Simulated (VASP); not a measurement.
# Li (P1) in VASP: relaxation of cell and atoms with PBE

Aim: the relaxation of cell and atoms of Li with PBE.

Everything below comes from runs of VASP 6.6.1. Logs are shortened: lines on timing, memory, paths and dates and some standing lists are left out, and cuts for length are marked.

## 1. The cell of the first run

The typed cell holds 8 atoms: a = 3.063 Å, b = 5.202 Å, c = 9.986 Å, α = 88.72°, β = 89.50°, γ = 89.41°.

## 2. Relaxation of cell and atoms, PBE

Input file INCAR:

```
SYSTEM = Li
PREC     = Accurate       ! precision mode
ENCUT    = 600            ! plane-wave cutoff, eV
EDIFF    = 1E-6           ! SCF threshold, eV
ISMEAR   = 0              ! smearing method
SIGMA    = 0.2            ! smearing width, eV
LREAL    = .False.        ! projectors in reciprocal space
LASPH    = .True.         ! aspherical terms in the spheres
NELM     = 80             ! most SCF steps
ALGO     = Fast           ! electronic algorithm
ISIF     = 3              ! what is computed and relaxed
LWAVE    = .False.        ! write WAVECAR
LCHARG   = .False.        ! write CHGCAR
GGA      = PE             ! functional
IBRION   = 2              ! ionic algorithm
NSW      = 80             ! ionic steps
EDIFFG   = -0.025         ! ionic threshold
```

Input file KPOINTS:

```
regular mesh
0
Gamma
  8 4 2
  0 0 0
```

Input file POSCAR:

```
Li
1.0
    1.5181608281     -2.6607762118     -0.0131766412
   -4.4910833547     -2.6241727074     -0.0583173002
   -0.0740005184     -0.0926093314     -9.9852544180
Li
8
Direct
    0.5007673591      0.5233834276      0.4985352404
    0.0093457016      0.0085198740      0.5079835887
    0.0234598975      0.6514951677      0.7489056712
    0.4895359096      0.1678017353      0.7475620140
    0.4805534616      0.8265802562      0.2531781594
    0.0103673875      0.3316793399      0.2503874442
    0.4903485868      0.5017181389      0.0003325434
   -0.0043783035     -0.0111779396     -0.0068846613
```

Potentials or basis: VASP PAW PBE potentials, release 64 (Li_sv).

The run is started by

```bash
> cat potpaw_PBE.64/Li_sv/POTCAR > POTCAR
> mpirun -np 1 vasp_std > vasp.out
```

OUTCAR:

```text
SYSTEM = Li
   PREC = Accurate
   ENCUT = 600
   EDIFF = 1E-6
   ISMEAR = 0
   LREAL = .False.
   LASPH = .True.
   NELM = 80
   ISIF = 3
   GGA = PE
   IBRION = 2
   NSW = 80
   EDIFFG = -0.025

 ion  position               nearest neighbor table
   1  0.501  0.523  0.499-
   2  0.009  0.009  0.508-
   3  0.023  0.651  0.749-
   4  0.490  0.168  0.748-
   5  0.481  0.827  0.253-
   6  0.010  0.332  0.250-
   7  0.490  0.502  0.000-
   8  0.996  0.989  0.993-

  LATTYP: Found a triclinic cell.
 ALAT       =     5.2018759121
 B/A-ratio  =     2.7411778524
 C/A-ratio  =     0.5889122369
 COS(alpha) =     0.0014695967
 COS(beta)  =     0.0103489738
 COS(gamma) =     0.7140059589

  Lattice vectors:

 A1 = (   4.4910833547,   2.6241727074,   0.0583173002)
 A2 = (   8.9081661910,   5.1557360834,  -9.8686198176)
 A3 = (  -1.5181608281,   2.6607762118,   0.0131766412)

Analysis of symmetry for initial positions (statically):
=====================================================================
 Subroutine PRICEL returns:
 Original cell was already a primitive cell.

 Routine SETGRP: Setting up the symmetry group for a
 triclinic supercell.

 Subroutine GETGRP returns: Found  1 space group operations
 (whereof  1 operations were pure point group operations)
 out of a pool of  2 trial point group operations.

The static configuration has the point symmetry C_1 .

Analysis of symmetry for dynamics (positions and initial velocities):
=====================================================================
 Subroutine PRICEL returns:
 Original cell was already a primitive cell.

 Routine SETGRP: Setting up the symmetry group for a
 triclinic supercell.

 Subroutine GETGRP returns: Found  1 space group operations
 (whereof  1 operations were pure point group operations)
 out of a pool of  2 trial point group operations.

The dynamic configuration has the point symmetry C_1 .

 Subroutine INISYM returns: Found  1 space group operations
 (whereof  1 operations are pure point group operations),
 and found     1 'primitive' translations

----------------------------------------------------------------------------------------
[... 124 lines left out ...]
     AMIX     =   0.40;   BMIX     =  1.00
     AMIX_MAG =   1.60;   BMIX_MAG =  1.00
  volume/ion in A,a.u.               =      19.88       134.19
  Fermi-wavevector in a.u.,A,eV,Ry     =   0.871513  1.646921 10.334108  0.759535
  Thomas-Fermi vector in A             =   1.990632
   LORBIT       =      0    0 simple, 1 ext, 2 COOP (PROOUT), +10 PAW based schemes
   GGA     = PE    functional components
   LHFCALC =     F    Hartree Fock is set to
   AEXX    =    0.0000 exact exchange contribution
   IVDW    =     0    specifies the selected vdW correction
   LEPSILON=     F    determine dielectric tensor
   LRPA    =     F    only Hartree local field effects (RPA)
 conjugate gradient relaxation of ions
 non-spin polarized calculation
 RMM-DIIS sequential band-by-band and
 Gauss-broadening in eV      SIGMA  =   0.20
  energy-cutoff  :      600.00
  volume of cell :      159.08
 maximum number of plane-waves:      5338
   NGX = 13   NGY = 21   NGZ = 39

--------------------------------------- Ionic step        1  -------------------------------------------

 number of electron      24.0000006 magnetization

 Free energy of the ion-electron system (eV)
  ---------------------------------------------------
  ext. energy  EPLUGINS =         0.00000000
  ---------------------------------------------------
  free energy    TOTEN  =       -15.26776268 eV

  energy without entropy =      -15.18890423  energy(sigma->0) =      -15.22833345

------------------------ aborting loop because EDIFF is reached ----------------------------------------

  FORCE on cell =-STRESS in cart. coord.  units (eV):
  Direction    XX          YY          ZZ          XY          YZ          ZX
  --------------------------------------------------------------------------------------
  -------------------------------------------------------------------------------------
  Total        0.3667344      0.2354774     -0.0260138     -0.1726372     -0.0015138      0.0743465
  in kB        3.6935894      2.3716259     -0.2620001     -1.7387271     -0.0152464      0.7487852
  external PRESSURE =       1.9344051 kB  Pullay stress =       0.0000000 kB
[... 107 lines left out ...]
  FREE ENERGIE OF THE ION-ELECTRON SYSTEM (eV)
  ---------------------------------------------------
  free  energy   TOTEN  =       -15.2869002039 eV

  energy  without entropy=      -15.2099403436  energy(sigma->0) =      -15.24842027

[... ionic steps 4 to 7 ...]

--------------------------------------- Ionic step        8  -------------------------------------------

 number of electron      24.0000008 magnetization

------------------------ aborting loop because EDIFF is reached ----------------------------------------
[... 79 lines left out ...]
--------------------------------------- Ionic step       10  -------------------------------------------

 number of electron      24.0000018 magnetization

 Free energy of the ion-electron system (eV)
  ---------------------------------------------------
  ext. energy  EPLUGINS =         0.00000000
  ---------------------------------------------------
  free energy    TOTEN  =       -15.30265033 eV

  energy without entropy =      -15.23494151  energy(sigma->0) =      -15.26879592

 E-fermi :   0.6362     XC(G=0):  -7.0666

 val. band max:        0.6330749740   @ k =   0.3750   0.5000  -0.0000
 cond. band min:       0.6389718677   @ k =   0.0000   0.0000   0.0000
 fundamental gap:      0.0058968937
 Fermi energy:         0.6362143446

 k-point     1 :       0.0000    0.0000    0.0000
  band No.  band energies     occupation
      1     -45.8642      2.00000
      2     -45.8553      2.00000
      3     -45.8536      2.00000
      4     -45.8443      2.00000
      5     -45.8441      2.00000
      6     -45.8420      2.00000
[... 457 lines left out ...]
      4     -45.8473      2.00000
      5     -45.8448      2.00000
      6     -45.8442      2.00000
[... 9 lines left out ...]
     16       2.1108      0.00000
     17       4.7516      0.00000

 [... further k-points ...]

------------------------ aborting loop because EDIFF is reached ----------------------------------------

  FORCE on cell =-STRESS in cart. coord.  units (eV):
  Direction    XX          YY          ZZ          XY          YZ          ZX
  --------------------------------------------------------------------------------------
  -------------------------------------------------------------------------------------
  Total        0.0389966     -0.0002030     -0.0232555      0.0291495      0.0676495      0.0870900
  in kB        0.3887937     -0.0020240     -0.2318562      0.2906185      0.6744615      0.8682819
  external PRESSURE =       0.0516378 kB  Pullay stress =       0.0000000 kB
[... 23 lines left out ...]
  FREE ENERGIE OF THE ION-ELECTRON SYSTEM (eV)
  ---------------------------------------------------
  free  energy   TOTEN  =       -15.3026503296 eV

  energy  without entropy=      -15.2349415071  energy(sigma->0) =      -15.26879592

 reached required accuracy - stopping structural energy minimisation
```

Wall time 29 min (1 thread of Intel Xeon 8259CL, shared host); peak memory 0.31 GiB.

What came out:

| Property | Result |
| --- | --- |
| Free energy | -15.3027 eV |
| Relaxed volume | 20.09 Å³/atom |
| Relaxed cell | a = 3.123 Å, b = 5.170 Å, c = 9.965 Å, α = 87.10°, β = 90.09°, γ = 90.15° |
| Space group after relaxing (to 0.1 Å) | Cm (No. 8) |
| Energy gained by relaxing | 4.4 meV/atom |
| Ionic steps | 10 |
| Pressure after relaxing | 0.0 GPa |
| Largest force after relaxing | 0.025 eV/Å |
| Band gap on the k mesh | zero (bands 12 and 13 overlap by 2.21 eV) |

Forces on the atoms (eV/Å):
```
Li   0.008  0.022 -0.006
Li   0.013 -0.006 -0.006
Li   0.002 -0.004 -0.002
Li   0.007  0.014  0.007
Li  -0.013 -0.003 -0.009
Li  -0.017 -0.016 -0.003
Li  -0.006  0.008  0.011
Li   0.006 -0.016  0.008
```

Step by step:
```
step  energy change (eV)  largest force (eV/Å)  pressure (GPa)  volume (Å³)
   1              0.0000                0.1404            0.19       159.08
   2             -0.0060                0.1243            0.14       159.63
   3             -0.0191                0.0784           -0.02       161.29
   4             -0.0249                0.0607           -0.30       164.63
   5             -0.0259                0.0538           -0.22       163.68
   6             -0.0290                0.0492           -0.13       162.36
   7             -0.0299                0.0517            0.20       158.42
   8             -0.0311                0.0467            0.07       160.07
   9             -0.0325                0.0353            0.02       160.23
  10             -0.0349                0.0246            0.01       160.70
```

Final structure:
```yaml
crystal:
  lattice:
    - [1.56518, -2.70269, 0.00264]
    - [-4.47933, -2.57806, -0.13223]
    - [-0.22012, -0.11887, -9.96223]
  atoms:
    - { symbol: Li, position: [0.50876, 0.50934, 0.49954] }
    - { symbol: Li, position: [0.00031, 0.00858, 0.50003] }
    - { symbol: Li, position: [0.00494, 0.66095, 0.75010] }
    - { symbol: Li, position: [0.50406, 0.16216, 0.75053] }
    - { symbol: Li, position: [0.49433, 0.83487, 0.24906] }
    - { symbol: Li, position: [0.99624, 0.33376, 0.24965] }
    - { symbol: Li, position: [0.49949, 0.49517, 0.00085] }
    - { symbol: Li, position: [0.99186, 0.99517, 0.00024] }
```

Levels at points of the mesh, in eV from the Fermi level:
| k point | band 9 | band 10 | band 11 | band 12 | band 13 | band 14 | band 15 | band 16 |
| --- | --- | --- | --- | --- | --- | --- | --- | --- |
| (0.00, 0.00, 0.00) | -3.56 | -2.44 | -2.44 | 0.00 | 0.11 | 0.69 | 0.87 | 1.60 |
| (0.50, 0.00, 0.00) | -0.69 | -0.67 | 0.39 | 0.40 | 0.41 | 0.44 | 3.28 | 3.30 |
| (0.00, 0.50, 0.00) | -2.51 | -2.51 | -1.48 | -1.48 | -1.26 | -1.26 | 1.36 | 1.37 |
| (0.50, 0.50, 0.00) | -0.12 | -0.12 | 0.40 | 0.42 | 0.59 | 0.63 | 1.16 | 1.23 |
| (0.00, 0.00, 0.50) | -3.28 | -3.27 | -1.10 | -1.10 | 0.20 | 0.42 | 1.13 | 1.47 |
| (0.50, 0.00, 0.50) | -0.42 | -0.41 | -0.40 | -0.40 | 1.73 | 1.75 | 1.78 | 1.78 |
| (0.00, 0.50, 0.50) | -2.29 | -2.28 | -2.17 | -2.17 | -0.12 | -0.11 | 0.19 | 0.20 |
| (0.50, 0.50, 0.50) | 0.01 | 0.02 | 0.11 | 0.11 | 0.85 | 0.92 | 1.03 | 1.08 |

Caveat: the cutoff is under 1.25 times the usual one of these potentials, so pressure, stress and relaxed cells hold a basis-set (Pulay) error.
